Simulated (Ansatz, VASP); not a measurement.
## One calculation of Te, two programs

```
CELL_PARAMETERS angstrom
4.48752 0.00000 0.00000
-2.24376 3.88631 0.00000
0.00000 0.00000 5.96424
ATOMIC_POSITIONS crystal
Te 0.74500 0.00000 0.33333
Te 0.00000 0.74500 0.66667
Te 0.25500 0.25500 0.00000
```

Change from the starting cell: volume scaled by 1.02.

Alike in both runs: task single point; functional PBE; k mesh 9 × 9 × 6; occupations fermi-dirac, width 0.08 eV; no spin polarisation.

|  | VASP | Ansatz |
| --- | --- | --- |
| version | VASP 6.6.1 | Ansatz 0.2.0 |
| potentials or method | VASP PAW PBE potentials, release 64 (Te), cutoff 520 eV | all-electron LAPW, scalar-relativistic |

|  | VASP | Ansatz | Ansatz less VASP |
| --- | --- | --- | --- |
| pressure (GPa) | 2.1 | 2.1 | -0.03 |
| traceless stress, the component that is largest in VASP (GPa) | 0.40 | 0.36 | -0.036 |
| rms of the force components (eV/Å) | 0.285 | 0.273 | -0.0117 |

Atom by atom the forces differ by 0.012 eV/Å (rms over components). Ansatz ran all-electron here, and VASP with PAW potentials.

Spin-orbit coupling is off throughout.
